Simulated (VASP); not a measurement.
# Al5As (P-6m2) in VASP: further runs, part 2 of 2

VASP 6.6.1. Earlier steps stand in the parts before.

## 4. Relaxation of cell and atoms, PBE

This run uses another cell than the first one, of 19.40 Å³/atom, 0.680 times its volume.

Contents of INCAR:

```
SYSTEM = Al5As
ALGO     = Normal         ! electronic algorithm
EDIFF    = 1E-7           ! SCF threshold, eV
EDIFFG   = -0.08          ! ionic threshold
ENCUT    = 600            ! plane-wave cutoff, eV
GGA      = PE             ! functional
GGA_COMPAT= .False.      
IBRION   = 2              ! ionic algorithm
ISIF     = 3              ! what is computed and relaxed
ISMEAR   = 0              ! smearing method
LASPH    = .True.         ! aspherical terms in the spheres
LCHARG   = .False.        ! write CHGCAR
LREAL    = .False.        ! projectors in reciprocal space
LWAVE    = .False.        ! write WAVECAR
NELM     = 120            ! most SCF steps
NELMIN   = 4            
NSW      = 36             ! ionic steps
PREC     = Accurate       ! precision mode
SIGMA    = 0.2            ! smearing width, eV
```

Contents of KPOINTS:

```
k-points
0
Gamma
  4 4 3
  0 0 0
```

Contents of POSCAR:

```
Al5As
1.0
    4.7225038700      0.0000000000      0.0000000000
   -2.3612519300      4.0898083200      0.0000000000
    0.0000000000      0.0000000000      6.0274793400
Al As
5 1
Direct
    0.1939804700      0.8060195300      0.5000000000
    0.1939804700      0.3879609400      0.5000000000
    0.6120390600      0.8060195300      0.5000000000
    0.6666666700      0.3333333300      0.5000000000
    0.0000000000      0.0000000000      0.5000000000
    0.3333333300      0.6666666700      0.0000000000
```

Potentials or basis: VASP PAW PBE potentials, release 64 (Al, As_d).

The run is started by

```
$ cat potpaw_PBE.64/Al/POTCAR potpaw_PBE.64/As_d/POTCAR > POTCAR
$ mpirun -np 1 vasp_std > vasp.out
```

OUTCAR:

```text
SYSTEM = Al5As
   EDIFF = 1E-7
   EDIFFG = -0.08
   ENCUT = 600
   GGA = PE
   IBRION = 2
   ISIF = 3
   ISMEAR = 0
   LASPH = .True.
   LREAL = .False.
   NELM = 120
   NELMIN = 4
   NSW = 36
   PREC = Accurate

 ion  position               nearest neighbor table
   1  0.194  0.806  0.500-   5 1.59   2 1.97   3 1.97   4 2.37   4 2.37   2 2.75   3 2.75
   2  0.194  0.388  0.500-   5 1.59   1 1.97   3 1.97   4 2.37   4 2.37   1 2.75   3 2.75
   3  0.612  0.806  0.500-   5 1.59   1 1.97   2 1.97   4 2.37   4 2.37   1 2.75   2 2.75
   4  0.667  0.333  0.500-   3 2.37   2 2.37   1 2.37   1 2.37   3 2.37   2 2.37   5 2.73   5 2.73
                             5 2.73
   5  0.000  0.000  0.500-   1 1.59   2 1.59   3 1.59   4 2.73   4 2.73   4 2.73
   6  0.333  0.667  0.000-

 -----------------------------------------------------------------------------
|                                                                             |
|           W    W    AA    RRRRR   N    N  II  N    N   GGGG   !!!           |
[... 196 lines left out ...]
 Fermi energy:         5.0011645730
[... 461 lines left out ...]
      6     -10.9085      2.00000
[... 11 lines left out ...]
     18      -0.1033      0.00010
     19      -0.0012      0.00000

[... ionic steps 4 to 28 ...]

--------------------------------------- Ionic step       29  -------------------------------------------

 number of electron      30.0000011 magnetization

------------------------ aborting loop because EDIFF is reached ----------------------------------------
[... 75 lines left out ...]
--------------------------------------- Ionic step       31  -------------------------------------------

 number of electron      29.9999975 magnetization

 Free energy of the ion-electron system (eV)
  ---------------------------------------------------
  ext. energy  EPLUGINS =         0.00000000
  ---------------------------------------------------
  free energy    TOTEN  =       -19.92921633 eV

  energy without entropy =      -19.86160974  energy(sigma->0) =      -19.89541304

 E-fermi :   2.8144     XC(G=0):  -8.0659

 val. band max:        2.6942842293   @ k =   0.2500  -0.0000   0.3333
 cond. band min:       2.8476071259   @ k =   0.2500  -0.0000   0.0000
 fundamental gap:      0.1533228966
 Fermi energy:         2.8143595917
[... 207 lines left out ...]
  FREE ENERGIE OF THE ION-ELECTRON SYSTEM (eV)
  ---------------------------------------------------
  free  energy   TOTEN  =       -19.9292163328 eV

  energy  without entropy=      -19.8616097393  energy(sigma->0) =      -19.89541304

 reached required accuracy - stopping structural energy minimisation
```

OSZICAR:

```text
N       E                     dE             d eps       ncg     rms          rms(c)
DAV:   1     0.261133074494E+03    0.26113E+03   -0.14396E+04   378   0.443E+03
DAV:   2     0.389915373699E+02   -0.22214E+03   -0.21531E+03   347   0.931E+02
DAV:   3     0.682145881437E+01   -0.32170E+02   -0.30730E+02   387   0.141E+02
[... 481 lines left out ...]
DAV:   4    -0.199292517026E+02    0.48905E-03   -0.27120E-03   404   0.538E-01    0.747E-02
DAV:   5    -0.199292089319E+02    0.42771E-04   -0.35380E-04   371   0.190E-01    0.337E-02
DAV:   6    -0.199292157173E+02   -0.67854E-05   -0.51350E-05   353   0.734E-02    0.103E-02
DAV:   7    -0.199292164012E+02   -0.68389E-06   -0.37031E-06   444   0.182E-02    0.481E-03
DAV:   8    -0.199292163328E+02    0.68378E-07   -0.66455E-07   329   0.787E-03
  31 F= -.19929216E+02 E0= -.19895413E+02  d E =-.458363E-01
```

CONTCAR:

```text
Al5As
   1.00000000000000
     6.9753715105050276   -0.0000000017239038    0.0000000000000000
    -3.4876857493602116    6.0408489290101688   -0.0000000000000000
     0.0000000000000000    0.0000000000000000    4.1064329438347293
  Al              As
     5     1
Direct
     0.2039943883816489    0.7960056116012498    0.5000000000000000
     0.2039943883726099    0.4079887767713598    0.5000000000000000
     0.5920112232457414    0.7960056116273898    0.5000000000000000
     0.6666666699999979    0.3333333300000021    0.5000000000000000
     0.0000000000000000    0.0000000000000000    0.5000000000000000
     0.3333333300000021    0.6666666699999979    0.0000000000000000

  0.00000000E+00  0.00000000E+00  0.00000000E+00
  0.00000000E+00  0.00000000E+00  0.00000000E+00
  0.00000000E+00  0.00000000E+00  0.00000000E+00
  0.00000000E+00  0.00000000E+00  0.00000000E+00
  0.00000000E+00  0.00000000E+00  0.00000000E+00
  0.00000000E+00  0.00000000E+00  0.00000000E+00
```

It took 15 min on 1 thread of Intel Xeon Platinum 8259CL at 2.50GHz (Skylake/Cascade Lake), shared host; peak memory 0.28 GiB.

What came out:

| Item | Value |
| --- | --- |
| Free energy | -19.9292 eV |
| Relaxed volume | 28.84 Å³/atom |
| Relaxed cell | a = 6.975 Å, b = 6.975 Å, c = 4.106 Å, α = 90.00°, β = 90.00°, γ = 120.00° |
| Space group after relaxing (to 0.05 Å) | P-6m2 (No. 187) |
| Energy gained by relaxing | 5535.5 meV/atom |
| Ionic steps | 31 |
| Pressure after relaxing | 0.0 GPa |
| Largest force after relaxing | 0.045 eV/Å |
| Band gap on the k mesh | zero (band 15 reaches 3.36 eV, above the bottom of band 16 at 2.05 eV) |

Forces on the atoms (eV/Å):
```
Al   0.039 -0.023  0.000
Al   0.000  0.045  0.000
Al  -0.039 -0.023  0.000
Al   0.000  0.000  0.000
Al   0.000  0.000  0.000
As   0.000  0.000  0.000
```

The path:
```csv
step,energy change (eV),largest force (eV/Å),pressure (GPa),volume (Å³)
1,0.0000,12.9483,85.83,116.42
2,-3.7706,46.2238,15.21,344.73
3,-4.1860,45.7163,15.24,341.75
4,-3.6533,0.7323,-20.92,595.18
5,-18.2145,7.9317,-5.72,465.45
6,-18.5119,10.2739,-3.68,447.64
7,-18.5131,10.8905,-3.19,443.52
8,-20.9129,11.2014,-0.69,396.25
9,-23.5128,13.0122,3.04,309.49
10,-22.5129,22.3174,21.63,170.37
11,-24.5713,17.1619,20.92,162.97
12,-26.1711,7.3268,24.05,147.61
13,-27.0536,6.9363,20.73,152.15
14,-29.0616,5.8145,12.69,166.21
15,-30.9777,3.8503,2.94,196.27
16,-31.1988,3.1591,0.37,210.20
17,-31.2122,2.9316,-0.37,215.41
18,-31.3700,2.5023,-0.43,213.00
19,-31.7102,1.3296,-0.45,205.88
20,-31.8100,0.8458,0.51,192.13
21,-31.8651,0.0190,-0.02,197.37
22,-31.9694,0.0672,-0.38,196.83
23,-32.3390,0.1996,-1.54,194.93
24,-33.0101,0.1659,-2.64,189.84
25,-32.4220,0.9314,-1.55,174.07
26,-33.0080,0.2054,-2.22,184.14
27,-33.0859,0.2712,-2.60,187.50
28,-33.1631,0.0115,-0.57,175.38
29,-33.1674,0.0681,-0.97,177.46
30,-33.2084,0.0560,-0.31,174.40
31,-33.2132,0.0452,0.02,173.03
```

Final structure:
```xyz
6
Lattice="6.9754 0.0000 0.0000 -3.4877 6.0408 0.0000 0.0000 0.0000 4.1064" Properties=species:S:1:pos:R:3 pbc="T T T"
Al   -1.3533    4.8086    2.0532
Al    0.0000    2.4646    2.0532
Al    1.3533    4.8086    2.0532
Al    3.4877    2.0136    2.0532
Al    0.0000    0.0000    2.0532
As    0.0000    4.0272    0.0000
```

Caveat: the k points lie up to 0.51 Å⁻¹ apart in the final cell; the volume moved by over 15 % at a fixed basis, so the end points are rough; the relaxation stopped at a loose force limit of 0.08 eV/Å, so its end isn't a converged minimum.

## 5. Summary

```csv
task,potentials or basis,cell,cutoff (eV),second run,gap on the mesh (eV),pressure (GPa),relaxed volume (Å³/atom),largest force (eV/Å)
single point,"VASP PAW PBE potentials, release 64 (Al, As)","a = 6.939, b = 6.939, c = 4.107 Å, angles 90.0, 90.0, 120.0°, 6 atoms",520,-,none,0.6,-,0.06
relaxation of cell and atoms,"VASP PAW PBE potentials, release 64 (Al, As)","relaxed from a = 4.723, b = 4.723, c = 6.027 Å, angles 90.0, 90.0, 120.0°, 6 atoms",600,-,none,0.0,28.90,-
relaxation of cell and atoms,"VASP PAW PBE potentials, release 64 (Al, As_d)","relaxed from a = 4.723, b = 4.723, c = 6.027 Å, angles 90.0, 90.0, 120.0°, 6 atoms",600,valence_matched,none,0.0,28.84,0.05
```

Alike in all rows: level PBE; no spin polarisation; k mesh 4 × 4 × 3; smearing gaussian 0.2 eV.

Caveats: all runs use coarse meshes; the volume moved by over 15 % at a fixed basis, so the end points are rough (some runs); the relaxation stopped at a loose force limit of 0.08 eV/Å, so its end isn't a converged minimum (some runs).

Total energies depend on the potentials used, so only differences within one code and one set of settings carry meaning.
